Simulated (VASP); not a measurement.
A run of VASP 6.6.1 is set up as follows.

Contents of INCAR:

```
PREC     = Accurate       # precision mode
ENCUT    = 520            # plane-wave cutoff, eV
EDIFF    = 1E-8           # SCF threshold, eV
ISMEAR   = -1             # smearing method
SIGMA    = 0.01           # smearing width, eV
LREAL    = False          # projectors in reciprocal space
LASPH    = True           # aspherical terms in the spheres
NELM     = 80             # most SCF steps
ALGO     = Normal         # electronic algorithm
ISIF     = 2              # what is computed and relaxed
LWAVE    = False          # write WAVECAR
LCHARG   = False          # write CHGCAR
GGA      = PE             # functional
LEFG     = True         
NBANDS   = 15             # bands
```

Contents of KPOINTS:

```
Automatic mesh
0
Gamma
  7 7 7
```

Contents of POSCAR:

```
BaS
1.0
    0.0000000000      3.2563884516      3.2563884516
    3.2563884516      0.0000000000      3.2563884516
    3.2563884516      3.2563884516      0.0000000000
Ba S
1 1
Direct
    0.0000000000      0.0000000000      0.0000000000
    0.5000000000      0.5000000000      0.5000000000
```

Potentials or basis: VASP PAW PBE potentials, release 64 (Ba_sv, S).

Launch:

```bash
$ cat potpaw_PBE.64/Ba_sv/POTCAR potpaw_PBE.64/S/POTCAR > POTCAR
$ mpirun -np 1 vasp_std > vasp.out
```

Question: What does it give for the pressure?

Answer: -1.0 GPa.

Question: Predict the band gap on the k mesh.

Answer: 2.25 eV (least direct gap 2.42 eV).

Caveat: spin-orbit coupling is left out, which moves the levels of the heavy elements; an odd mesh through Γ misses points on the zone boundary, where band edges can lie.
